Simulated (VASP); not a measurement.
# H4C (I-43m) in VASP: a series of runs

The runs below take H4C through single point, relaxation of cell and atoms, with r2SCAN+rVV10.

Everything below comes from runs of VASP 6.6.1. Logs are shortened: lines on timing, memory, paths and dates and some standing lists are left out, and cuts for length are marked.

## (1) The cell of the first run

The structure is cubic, space group I-43m (No. 217). The conventional cell has a = 4.505 Å, b = 4.505 Å, c = 4.505 Å, α = 90.00°, β = 90.00°, γ = 90.00°. Within 1.5 Å of H (site symmetry 3m) lie 1 C at 1.09 Å. C (site symmetry -43m) has 4 H at 1.09 Å within 1.5 Å.

## (2) Single point, r2SCAN+rVV10

POSCAR

```
H4C
1.0
   -2.2526877391      2.2526877391      2.2526877391
    2.2526877391     -2.2526877391      2.2526877391
    2.2526877391      2.2526877391     -2.2526877391
H C
4 1
Direct
    0.0000000000      0.0000000000      0.7209276364
    0.7209276364      0.0000000000      0.0000000000
    0.0000000000      0.7209276364      0.0000000000
    0.2790723636      0.2790723636      0.2790723636
    0.0000000000      0.0000000000      0.0000000000
```

INCAR.step1

```
SYSTEM = H4C
PREC = Accurate
ENCUT = 520
ISMEAR = -1
SIGMA = 0.02
LREAL = .False.
LASPH = .True.
NELM = 80
NBANDS = 12
GGA = PE
ALGO = Normal
EDIFF = 1E-4
LWAVE = .True.
LCHARG = .False.
```

INCAR.step2

```
SYSTEM = H4C
PREC = Accurate
ENCUT = 520
EDIFF = 1E-6
ISMEAR = -1
SIGMA = 0.02
LREAL = .False.
LASPH = .True.
NELM = 80
ALGO = Normal
ISIF = 2
LWAVE = .False.
LCHARG = .False.
METAGGA = R2SCAN
LMIXTAU = .True.
LUSE_VDW = .True.
IVDW_NL = 2
BPARAM = 11.95
CPARAM = 0.0093
NBANDS = 12
ISTART = 1
```

KPOINTS

```
Automatic mesh
0
Gamma
  8 8 8
  0 0 0
```

Potentials or basis: VASP PAW PBE potentials, release 64 (H, C).

Run with:

```bash
$ cat potpaw_PBE.64/H/POTCAR potpaw_PBE.64/C/POTCAR > POTCAR
$ cp INCAR.step1 INCAR
$ mpirun -np 1 vasp_std > vasp.out
$ cp INCAR.step2 INCAR
$ mpirun -np 1 vasp_std > vasp.out
```

OUTCAR:

```text
SYSTEM = H4C
   PREC = Accurate
   ENCUT = 520
   EDIFF = 1E-6
   ISMEAR = -1
   LREAL = .False.
   LASPH = .True.
   NELM = 80
   ISIF = 2
   METAGGA = R2SCAN
   IVDW_NL = 2
   BPARAM = 11.95
   ISTART = 1

 ion  position               nearest neighbor table
   1  0.000  0.000  0.721-   5 1.09
   2  0.721  0.000  0.000-   5 1.09
   3  0.000  0.721  0.000-   5 1.09
   4  0.279  0.279  0.279-   5 1.09
   5  0.000  0.000  0.000-   1 1.09   2 1.09   3 1.09   4 1.09

  LATTYP: Found a body centered cubic cell.
 ALAT       =     4.5053754782

  Lattice vectors:

 A1 = (  -2.2526877391,   2.2526877391,   2.2526877391)
 A2 = (   2.2526877391,  -2.2526877391,   2.2526877391)
 A3 = (   2.2526877391,   2.2526877391,  -2.2526877391)

Analysis of symmetry for initial positions (statically):
=====================================================================
 Subroutine PRICEL returns:
 Original cell was already a primitive cell.

 Routine SETGRP: Setting up the symmetry group for a
 body centered cubic supercell.

 Subroutine GETGRP returns: Found 24 space group operations
 (whereof 24 operations were pure point group operations)
 out of a pool of 48 trial point group operations.

The static configuration has the point symmetry T_d .

Analysis of symmetry for dynamics (positions and initial velocities):
=====================================================================
 Subroutine PRICEL returns:
 Original cell was already a primitive cell.

 Routine SETGRP: Setting up the symmetry group for a
 body centered cubic supercell.

 Subroutine GETGRP returns: Found 24 space group operations
 (whereof 24 operations were pure point group operations)
 out of a pool of 48 trial point group operations.

The dynamic configuration has the point symmetry T_d .

 Subroutine INISYM returns: Found 24 space group operations
 (whereof 24 operations are pure point group operations),
 and found     1 'primitive' translations

----------------------------------------------------------------------------------------

                                     Primitive cell

  volume of cell :      45.7260

  direct lattice vectors                    reciprocal lattice vectors
    -2.252687739  2.252687739  2.252687739     0.000000000  0.221957083  0.221957083
     2.252687739 -2.252687739  2.252687739     0.221957083  0.000000000  0.221957083
     2.252687739  2.252687739 -2.252687739     0.221957083  0.221957083  0.000000000

  length of vectors
     3.901769618  3.901769618  3.901769618     0.313894717  0.313894717  0.313894717

  position of ions in fractional coordinates (direct lattice)
     0.000000000  0.000000000  0.720927636
     0.720927636  0.000000000  0.000000000
     0.000000000  0.720927636  0.000000000
     0.279072364  0.279072364  0.279072364
     0.000000000  0.000000000  0.000000000

  ion indices of the primitive-cell ions
   primitive index   ion index
                 1           1
                 2           2
                 3           3
                 4           4
                 5           5

----------------------------------------------------------------------------------------

 KPOINTS: Automatic mesh

Automatic generation of k-mesh.
 Grid dimensions read from file:
 generate k-points for:    8    8    8

 Generating k-lattice:

  Cartesian coordinates                     Fractional coordinates (reciprocal lattice)
     0.000000000  0.027744635  0.027744635     0.125000000  0.000000000  0.000000000
     0.027744635  0.000000000  0.027744635     0.000000000  0.125000000  0.000000000
     0.027744635  0.027744635  0.000000000     0.000000000  0.000000000  0.125000000

  Length of vectors
     0.039236840  0.039236840  0.039236840

  Shift w.r.t. Gamma in fractional coordinates (k-lattice)
     0.000000000  0.000000000  0.000000000

 Subroutine IBZKPT returns following result:
 ===========================================

 Found     29 irreducible k-points:

 Following reciprocal coordinates:
            Coordinates               Weight
  0.000000  0.000000  0.000000      1.000000
  0.125000  0.000000  0.000000     12.000000
  0.250000  0.000000  0.000000     12.000000
  0.375000  0.000000  0.000000     12.000000
  0.500000  0.000000  0.000000      6.000000
  0.125000  0.125000  0.000000     24.000000
[... 16 lines left out ...]
 -0.250000  0.250000  0.250000      6.000000
 -0.375000  0.375000  0.250000     24.000000
 [... further k-points ...]
   k-points           NKPTS =     29   k-points in BZ     NKDIM =     29   number of bands    NBANDS=     12
   number of dos      NEDOS =    301   number of ions     NIONS =      5
   total plane-waves  NPLWV =  27000
   dimension x,y,z NGX =    30 NGY =   30 NGZ =   30
   dimension x,y,z NGXF=    60 NGYF=   60 NGZF=   60
   ions per type =               4   1
   NGX,Y,Z   is equivalent  to a cutoff of  12.78, 12.78, 12.78 a.u.
   NGXF,Y,Z  is equivalent  to a cutoff of  25.56, 25.56, 25.56 a.u.
 SYSTEM =  H4C
   PREC   = accura    normal or accurate (medium, high low for compatibility)
   ISTART =      1    job   : 0-new  1-cont  2-samecut
   ICHARG =      0    charge: 1-file 2-atom 10-const
   ISPIN  =      1    spin polarized calculation?
   LNONCOLLINEAR =      F non collinear calculations
   LSORBIT =      F    spin-orbit coupling
   LASPH  =      T    aspherical Exc in radial PAW
   ENCUT  =  520.0 eV  38.22 Ry    6.18 a.u.   7.25  7.25  7.25*2*pi/ulx,y,z
   NELM   =     80;   NELMIN=  2; NELMDL=  0     # of ELM steps
   EDIFF  = 0.1E-05   stopping-criterion for ELM
   LREAL  =      F    real-space projection
   EDIFFG = 0.1E-04   stopping-criterion for IOM
   NSW    =      0    number of steps for IOM
   IBRION =     -1    ionic relax: 0-MD 1-quasi-New 2-CG
   NFREE  =      0    steps in history (QN), initial steepest desc. (CG)
   ISIF   =      2    stress and relaxation
   ISYM   =      2    0-nonsym 1-usesym 2-fastsym
   POTIM  = 0.5000    time-step for ionic-motion
   TEBEG  =    0.0;   TEEND  =   0.0 temperature during run
   PSTRESS=    0.0 pullay stress
   NELECT =       8.0000    total number of electrons
   NUPDOWN=      -1.0000    fix difference up-down
   EMIN   =  10.00;   EMAX   =-10.00  energy-range for DOS
   EFERMI =   0.00;   METHOD = LEGACY
   ISMEAR =    -1;   SIGMA  =   0.02  broadening in eV -4-tet -1-fermi 0-gaus
   EFERMI_NEDOS =   21; number of points for ismear=-14 and -15
   IALGO  =     38    algorithm
   IMIX   =      4    mixing-type and parameters
     AMIX     =   0.40;   BMIX     =  1.00
     AMIX_MAG =   1.60;   BMIX_MAG =  1.00
  volume/ion in A,a.u.               =       9.15        61.71
  Fermi-wavevector in a.u.,A,eV,Ry     =   0.915624  1.730278 11.406680  0.838367
  Thomas-Fermi vector in A             =   2.040387
   LORBIT       =      0    0 simple, 1 ext, 2 COOP (PROOUT), +10 PAW based schemes
   METAGGA = R2SCAN    functional components
   LHFCALC =     F    Hartree Fock is set to
   AEXX    =    0.0000 exact exchange contribution
   IVDW_NL    =     2    kernel type
   BPARAM     =11.9500
   IVDW    =     0    specifies the selected vdW correction
   LEPSILON=     F    determine dielectric tensor
   LRPA    =     F    only Hartree local field effects (RPA)
 non-spin polarized calculation
  energy-cutoff  :      520.00
  volume of cell :       45.73
 maximum number of plane-waves:      1264
 NGX is ok and might be reduce to    30
   NGX = 15   NGY = 15   NGZ = 15

 number of electron       7.9999999 magnetization

 Free energy of the ion-electron system (eV)
  ---------------------------------------------------
  ext. energy  EPLUGINS =         0.00000000
  ---------------------------------------------------
  free energy    TOTEN  =       -24.77195453 eV

  energy without entropy =      -24.77195453  energy(sigma->0) =      -24.77195453

 E-fermi :  -5.9674     XC(G=0):  -7.0591

 val. band max:       -6.4163695170   @ k =   0.0000   0.0000   0.0000
 cond. band min:       2.0059486172   @ k =   0.0000   0.0000   0.0000
 fundamental gap:      8.4223181343
 Fermi energy:        -5.9673723945

 k-point     1 :       0.0000    0.0000    0.0000
  band No.  band energies     occupation
      1     -15.7434      2.00000
      2      -6.4164      2.00000
      3      -6.4164      2.00000
      4      -6.4164      2.00000
      5       2.0059      0.00000
      6       6.9281      0.00000
      7       6.9281      0.00000
      8       6.9281      0.00000
      9      12.0028      0.00000
     10      12.0028      0.00000
     11      12.6577      0.00000
     12      12.6577      0.00000

 k-point     2 :       0.1250    0.0000    0.0000
  band No.  band energies     occupation
      1     -15.6767      2.00000
      2      -6.6553      2.00000
      3      -6.4943      2.00000
      4      -6.4211      2.00000
      5       2.3492      0.00000
      6       6.6096      0.00000
      7       6.7803      0.00000
      8       7.3429      0.00000
      9      10.6025      0.00000
     10      11.2902      0.00000
     11      13.4002      0.00000
     12      13.9623      0.00000

 k-point     3 :       0.2500    0.0000    0.0000
  band No.  band energies     occupation
      1     -15.5076      2.00000
      2      -7.1997      2.00000
      3      -6.6740      2.00000
      4      -6.4335      2.00000
      5       3.1267      0.00000
      6       6.0092      0.00000
      7       6.3461      0.00000
      8       8.4938      0.00000
      9      10.2922      0.00000
     10      10.8969      0.00000
     11      15.0623      0.00000
     12      15.2492      0.00000
[... 286 lines left out ...]
 k-point    23 :      -0.2500    0.2500    0.2500
  band No.  band energies     occupation
      1     -15.3040      2.00000
      2      -7.2304      2.00000
      3      -6.9550      2.00000
      4      -6.9550      2.00000
      5       4.1732      0.00000
      6       6.7096      0.00000
      7       7.1061      0.00000
      8       7.1061      0.00000
      9       8.3588      0.00000
     10      11.2037      0.00000
     11      14.9729      0.00000
     12      16.6153      0.00000

 k-point    24 :      -0.3750    0.3750    0.2500
  band No.  band energies     occupation
      1     -15.1484      2.00000
      2      -7.5490      2.00000
      3      -7.1376      2.00000
      4      -7.0008      2.00000
      5       4.8334      0.00000
      6       5.8259      0.00000
      7       7.0842      0.00000
      8       7.6847      0.00000
      9       9.6468      0.00000
     10      10.2722      0.00000
     11      14.8038      0.00000
     12      15.4803      0.00000

 [... further k-points ...]

------------------------ aborting loop because EDIFF is reached ----------------------------------------

  FORCE on cell =-STRESS in cart. coord.  units (eV):
  Direction    XX          YY          ZZ          XY          YZ          ZX
  --------------------------------------------------------------------------------------
  -------------------------------------------------------------------------------------
  Total        0.0182381      0.0182381      0.0182381     -0.0000000     -0.0000000     -0.0000000
  in kB        0.6390404      0.6390404      0.6390404     -0.0000000     -0.0000000     -0.0000000
  external PRESSURE =       0.6390404 kB  Pullay stress =       0.0000000 kB

 VOLUME and BASIS-vectors are now :
 -----------------------------------------------------------------------------
  energy-cutoff  :      520.00
  volume of cell :       45.73
      direct lattice vectors                 reciprocal lattice vectors
    -2.252687739  2.252687739  2.252687739     0.000000000  0.221957083  0.221957083
     2.252687739 -2.252687739  2.252687739     0.221957083  0.000000000  0.221957083
     2.252687739  2.252687739 -2.252687739     0.221957083  0.221957083  0.000000000

 POSITION                                       TOTAL-FORCE (eV/Angst)
 -----------------------------------------------------------------------------------
      1.62402      1.62402     -1.62402        -0.037239     -0.037239      0.037239
     -1.62402      1.62402      1.62402         0.037239     -0.037239     -0.037239
      1.62402     -1.62402      1.62402        -0.037239      0.037239     -0.037239
      0.62866      0.62866      0.62866         0.037239      0.037239      0.037239
      0.00000      0.00000      0.00000         0.000000     -0.000000      0.000000
 -----------------------------------------------------------------------------------
    total drift:                               -0.000000     -0.000000     -0.000000

  FREE ENERGIE OF THE ION-ELECTRON SYSTEM (eV)
  ---------------------------------------------------
  free  energy   TOTEN  =       -24.7719545319 eV

  energy  without entropy=      -24.7719545319  energy(sigma->0) =      -24.77195453
```

Run time: 53 s. Hardware: 1 thread of Intel Xeon 6975P-C (Granite Rapids), shared host; peak memory 0.28 GiB.

Results:

| Property | Result |
| --- | --- |
| Free energy | -24.7720 eV |
| Pressure | 0.1 GPa |
| Largest force | 0.064 eV/Å |
| Band gap on the k mesh | 8.42 eV |

Forces on the atoms (eV/Å):
```
H   -0.037 -0.037  0.037
H    0.037 -0.037 -0.037
H   -0.037  0.037 -0.037
H    0.037  0.037  0.037
C    0.000  0.000  0.000
```

Levels at points of the mesh, in eV from the valence-band top:
```tsv
k point	band 1	band 2	band 3	band 4	band 5	band 6	band 7	band 8
(0.00, 0.00, 0.00)	-9.33	0.00	0.00	0.00	8.42	13.34	13.34	13.34
(0.50, 0.00, 0.00)	-8.83	-1.51	-0.49	-0.03	10.26	11.79	12.76	17.46
(0.50, 0.50, 0.50)	-8.49	-1.06	-1.06	-1.06	11.25	11.25	15.76	15.76
```

Caveat: the PAW data sets were made with another functional, which shifts forces and pressure a little.

## (3) Relaxation of cell and atoms, r2SCAN+rVV10

This run uses another cell than the first one, of 9.88 Å³/atom.

POSCAR

```
H4C
1.0
   -2.3115776156      2.3115776156      2.3115776156
    2.3115776156     -2.3115776156      2.3115776156
    2.3115776156      2.3115776156     -2.3115776156
H C
4 1
Direct
    0.0000000000      0.0000000000      0.7265359796
    0.7265359796      0.0000000000      0.0000000000
    0.0000000000      0.7265359796      0.0000000000
    0.2734640204      0.2734640204      0.2734640204
    0.0000000000      0.0000000000      0.0000000000
```

INCAR.step1

```
SYSTEM = H4C
PREC = Accurate
ENCUT = 600
ISMEAR = -1
SIGMA = 0.02
LREAL = .FALSE.
LASPH = .TRUE.
NELM = 60
GGA = PE
ALGO = Normal
EDIFF = 1E-4
LWAVE = .TRUE.
LCHARG = .FALSE.
```

INCAR.step2

```
SYSTEM = H4C
PREC = Accurate
ENCUT = 600
EDIFF = 1E-7
ISMEAR = -1
SIGMA = 0.02
LREAL = .FALSE.
LASPH = .TRUE.
NELM = 60
ALGO = Normal
ISIF = 3
LWAVE = .FALSE.
LCHARG = .FALSE.
METAGGA = R2SCAN
LMIXTAU = .TRUE.
LUSE_VDW = .TRUE.
IVDW_NL = 2
BPARAM = 11.95
CPARAM = 0.0093
IBRION = 2
NSW = 80
EDIFFG = -0.005
ISTART = 1
```

KPOINTS

```
regular mesh
0
G
  8 8 8
  0 0 0
```

Potentials or basis: VASP PAW PBE potentials, release 64 (H, C).

Run with:

```bash
$ cat potpaw_PBE.64/H/POTCAR potpaw_PBE.64/C/POTCAR > POTCAR
$ cp INCAR.step1 INCAR
$ mpirun -np 1 vasp_std > vasp.out
$ cp INCAR.step2 INCAR
$ mpirun -np 1 vasp_std > vasp.out
```

Run time: 7.7 min. Hardware: 1 thread of Intel Xeon 6975P-C (Granite Rapids), shared host; peak memory 0.32 GiB.

It converged, with:

```
Free energy                           : -24.7837 eV
Relaxed volume                        : 8.71 Å³/atom
Relaxed cell                          : a = 3.839 Å, b = 3.839 Å, c = 3.839 Å, α = 109.47°, β = 109.47°, γ = 109.47°
Space group after relaxing (to 0.1 Å) : I-43m (No. 217)
Energy gained by relaxing             : 1.8 meV/atom
Ionic steps                           : 10
Pressure after relaxing               : 0.1 GPa
Band gap on the k mesh                : 8.46 eV
```

The path:
```
step  energy change (eV)  largest force (eV/Å)  pressure (GPa)  volume (Å³)
   1              0.0000                0.1326           -1.04        49.41
   2              0.0000                0.1946            0.52        48.95
   3             -0.0016                0.0294           -0.26        49.18
   4             -0.0019                0.0288           -0.26        49.05
   5             -0.0028                0.0272           -0.25        48.67
   6             -0.0045                0.0248           -0.22        47.92
   7             -0.0072                0.0231           -0.12        46.43
   8             -0.0090                0.0322            0.23        43.56
   9              0.0059                0.4870           -2.52        43.43
  10             -0.0091                0.0013            0.06        43.55
```

Final structure:
```xyz
5
Lattice="-2.2164 2.2164 2.2164 2.2164 -2.2164 2.2164 2.2164 2.2164 -2.2164" Properties=species:S:1:pos:R:3 pbc="T T T"
H     1.5869    1.5869   -1.5869
H    -1.5869    1.5869    1.5869
H     1.5869   -1.5869    1.5869
H     0.6295    0.6295    0.6295
C     0.0000    0.0000    0.0000
```

Levels at points of the mesh, in eV from the valence-band top:
| k point | band 1 | band 2 | band 3 | band 4 | band 5 | band 6 | band 7 | band 8 |
| --- | --- | --- | --- | --- | --- | --- | --- | --- |
| (0.00, 0.00, 0.00) | -9.47 | 0.00 | 0.00 | 0.00 | 8.46 | 13.30 | 13.30 | 13.30 |
| (0.50, 0.00, 0.00) | -8.90 | -1.68 | -0.55 | -0.04 | 10.21 | 11.70 | 12.94 | 17.60 |
| (0.50, 0.50, 0.50) | -8.51 | -1.18 | -1.18 | -1.18 | 11.17 | 11.17 | 15.94 | 15.94 |

Caveat: the PAW data sets were made with another functional, which shifts forces and pressure a little.
